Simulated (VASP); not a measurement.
Runs of VASP 6.6.1 on LiF. The structure is that of space group Fm-3m (No. 225), or close to it. The cells are those of the table. 

| cell | k mesh | smearing | gap on the mesh (eV) | pressure (GPa) |
| --- | --- | --- | --- | --- |
| a = 2.849 Å, angles 59.3°, 2 atoms | 6 × 6 × 6 | gaussian 0.01 eV | 9.17 | 2.5 |
| a = 2.824 Å, angles 60.6°, 2 atoms | 6 × 6 × 6 | gaussian 0.01 eV | 9.14 | 2.3 |
| a = 2.849 Å, angles 59.3°, 2 atoms | 10 × 10 × 10 | fermi-dirac 0.02 eV | 9.17 | (a) |
| a = 2.824 Å, angles 60.6°, 2 atoms | 10 × 10 × 10 | fermi-dirac 0.02 eV | 9.14 | 2.3 |

Alike in all rows: task single point; level PBE; potentials or basis VASP PAW PBE potentials, release 64 (Li_sv, F); no spin polarisation; cutoff (eV) 750.

Q: Fill in the values left out.

A: (a) 2.4.

Caveats: some runs use coarse meshes.

A k mesh can miss the band edges.
